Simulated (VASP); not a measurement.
The system is Nb.

```
Nb
1.0
     2.66336    0.00000    0.00000
     0.00000    2.66336    0.00000
     0.00000    0.00000    2.66336
Nb
1
Direct
  0.00000 0.00000 0.00000
```

This isn't the form of Nb at room conditions, which is bcc.

* Program: VASP 6.6.1
* Task: relaxation of cell and atoms
* Functional: PBEsol
* Potentials or basis: VASP PAW PBE potentials, release 64 (Nb_sv)
* Cutoff: 600 eV
* k mesh: 14 × 14 × 14
* Occupations: fermi-dirac, width 0.1 eV
* Spin: no spin polarisation

At the start: pressure 3.2 GPa; volume 18.89 Å³/atom.

Question: Where does the relaxation end?

Answer: Over 3 steps the energy falls by 3.9 meV/atom and the volume is 19.30 Å³/atom (+2.2 %); space group Pm-3m (No. 221, to 0.1 Å) before and after.

Step by step:
```csv
step,energy change (eV),largest force (eV/Å),pressure (GPa),volume (Å³)
1,0.0000,0.0000,3.24,18.89
2,0.0053,0.0000,-4.40,19.96
3,-0.0039,0.0000,-0.01,19.30
```

Final structure:
```yaml
crystal:
  lattice:
    - [2.68252, 0.00000, 0.00000]
    - [0.00000, 2.68252, 0.00000]
    - [0.00000, 0.00000, 2.68252]
  atoms:
    - { symbol: Nb, position: [0.00000, 0.00000, 0.00000] }
```

Caveat: the PAW data sets were made with another functional, which shifts forces and pressure a little.
